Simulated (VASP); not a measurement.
Wanted: the native input for a VASP 6.6.1 run.

* Task: single point
* Functional: PBE
* Dispersion: D3(BJ)
* Potentials or basis: VASP PAW PBE potentials, release 64 (Sn_d, Se)
* Cutoff: 520 eV
* k mesh: 10 × 10 × 10
* Occupations: gaussian, width 0.05 eV
* Spin: no spin polarisation
* Dipole correction: no
* Further INCAR settings: ALGO = Normal; EDIFF = 1e-06; NBANDS = 17

The structure of SnSe lies in POSCAR:

```
SnSe
1.0
    0.0000000000      2.9439373071      2.9887688397
    2.9439373071      0.0000000000      2.9887688397
    2.9439373071      2.9439373071      0.0000000000
Sn Se
1 1
Direct
    0.0000000000      0.0000000000      0.0000000000
    0.5000000000      0.5000000000      0.5000000000
```

This cell differs from its parent crystal: strain -0.015 along x and y, +0.000 along z.

The input as run:

INCAR

```
SYSTEM = SnSe
PREC     = Accurate       ! precision mode
ENCUT    = 520            ! plane-wave cutoff, eV
EDIFF    = 1E-6           ! SCF threshold, eV
ISMEAR   = 0              ! smearing method
SIGMA    = 0.05           ! smearing width, eV
LREAL    = .False.        ! projectors in reciprocal space
LASPH    = .True.         ! aspherical terms in the spheres
NELM     = 100            ! most SCF steps
ALGO     = Normal         ! electronic algorithm
ISIF     = 2              ! what is computed and relaxed
LWAVE    = .False.        ! write WAVECAR
LCHARG   = .False.        ! write CHGCAR
GGA      = PE             ! functional
IVDW     = 12             ! dispersion correction
NBANDS   = 17             ! bands
```

KPOINTS

```
regular mesh
0
Gamma
  10 10 10
  0 0 0
```

Potentials or basis: VASP PAW PBE potentials, release 64 (Sn_d, Se).

Run with:

```console
$ cat potpaw_PBE.64/Sn_d/POTCAR potpaw_PBE.64/Se/POTCAR > POTCAR
$ mpirun -np 1 vasp_std > vasp.out
```

It gave:

```yaml
Pressure: 1.7 GPa
Band_gap_on_the_k_mesh: 0.43 eV, indirect (least direct gap 0.54 eV)
Dispersion_energy_per_atom: -0.372 eV
```

Caveat: the cell differs from its parent crystal (strain -0.015 along x and y, +0.000 along z); spin-orbit coupling is left out, which moves the levels of the heavy elements.

Wall time 30 s on 1 thread of Intel(R) Xeon(R) 6975P-C (Granite Rapids), on a shared host, peak memory 0.24 GiB.
